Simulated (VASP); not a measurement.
A run of VASP 6.6.1 is set up as follows.

INCAR

```
SYSTEM = Rh
PREC = Accurate
ENCUT = 620
EDIFF = 1E-7
ISMEAR = 0
SIGMA = 0.1
LREAL = .FALSE.
LASPH = .TRUE.
NELM = 120
ALGO = Normal
ISIF = 3
LWAVE = .FALSE.
LCHARG = .FALSE.
GGA = PE
IBRION = 2
NSW = 90
EDIFFG = -0.04
GGA_COMPAT = .FALSE.
NELMIN = 4
```

Contents of KPOINTS:

```
Automatic mesh
0
G
  12 12 4
  0 0 0
```

Contents of POSCAR:

```
Rh
1.0
    2.2298015700      0.0000000000      0.0000000000
   -1.1149007900      1.9310648100      0.0000000000
    0.0000000000      0.0000000000      4.0769766400
Rh
2
Direct
    0.3333333300      0.6666666700      0.5000000000
    0.6666666700      0.3333333300      0.5000000000
```

Potentials or basis: VASP PAW PBE potentials, release 64 (Rh_sv_GW).

The run is started by

```bash
$ cat potpaw_PBE.64/Rh_sv_GW/POTCAR > POTCAR
$ mpirun -np 1 vasp_std > vasp.out
```

Estimate the relaxed cell.

a = 3.541 Å, b = 3.541 Å, c = 2.679 Å, α = 90.00°, β = 90.00°, γ = 120.00°.

What does it give for the relaxed volume?

14.54 Å³/atom.

What does it give for the space group after relaxing (to 0.1 Å)?

P6/mmm (No. 191).

What does it give for the band gap on the k mesh?

Zero (bands 17 and 18 overlap by 3.27 eV).

Stress tensor (GPa, compression positive):
```
 0.09  0.00  0.00
 0.00  0.09  0.00
 0.00  0.00 -0.35
```

Caveat: the k points lie up to 0.59 Å⁻¹ apart in the final cell, too coarse for converged energies and pressures of a metal; the volume moved by over 15 % at a fixed basis, so the end points are rough.
